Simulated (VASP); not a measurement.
Runs of VASP 6.6.1 on Ge. The structure is that of space group I4_1/amd (No. 141), or close to it. The cells are those of the table. 

```tsv
task	level	potentials or basis	cell	k mesh	cutoff (eV)	gap on the mesh (eV)	pressure (GPa)
single point	PBE	VASP PAW PBE potentials, release 64 (Ge_d)	a = 4.071 Å, angles 97.5, 97.5, 137.5°, 2 atoms	16 × 16 × 16	520	none	(a)
relaxation of shape and atoms at fixed volume	PBE	VASP PAW PBE potentials, release 64 (Ge_d)	relaxed from a = 4.025 Å, angles 97.5, 97.5, 137.7°, 2 atoms	16 × 16 × 16	600	none	-3.4
single point	LDA	VASP PAW LDA potentials, release 64 (Ge_d)	a = 3.961 Å, angles 97.4, 97.4, 138.0°, 2 atoms	16 × 16 × 16	520	none	-5.4
relaxation of cell and atoms	PBE	VASP PAW PBE potentials, release 64 (Ge_d)	relaxed from a = 3.900 Å, angles 97.4, 97.4, 138.0°, 2 atoms	16 × 16 × 16	600	none	0.0
relaxation of shape and atoms at fixed volume	PBE	VASP PAW PBE potentials, release 64 (Ge_d)	relaxed from a = 3.827 Å, angles 97.4, 97.4, 137.8°, 2 atoms	16 × 16 × 16	600	none	8.1
single point	PBE	VASP PAW PBE potentials, release 64 (Ge_d)	a = 3.810 Å, angles 96.6, 96.6, 140.4°, 2 atoms	16 × 16 × 16	520	none	15.2
single point	PBE	VASP PAW PBE potentials, release 64 (Ge_d)	a = 3.856 Å, angles 96.6, 96.6, 140.3°, 2 atoms	16 × 16 × 16	520	none	(b)
single point	PBE	VASP PAW PBE potentials, release 64 (Ge_d)	a = 3.992, b = 3.992, c = 3.924 Å, angles 97.5, 97.5, 137.9°, 2 atoms	14 × 14 × 14	520	none	-0.7
```

Alike in all rows: no spin polarisation; smearing gaussian 0.1 eV.

Fill in the values left out.

(a) -5.2; (b) 10.6.

A k mesh can miss the band edges, and the runs leave out spin-orbit coupling on Ge.

A gap of «none» marks levels without a gap at the run's occupations.
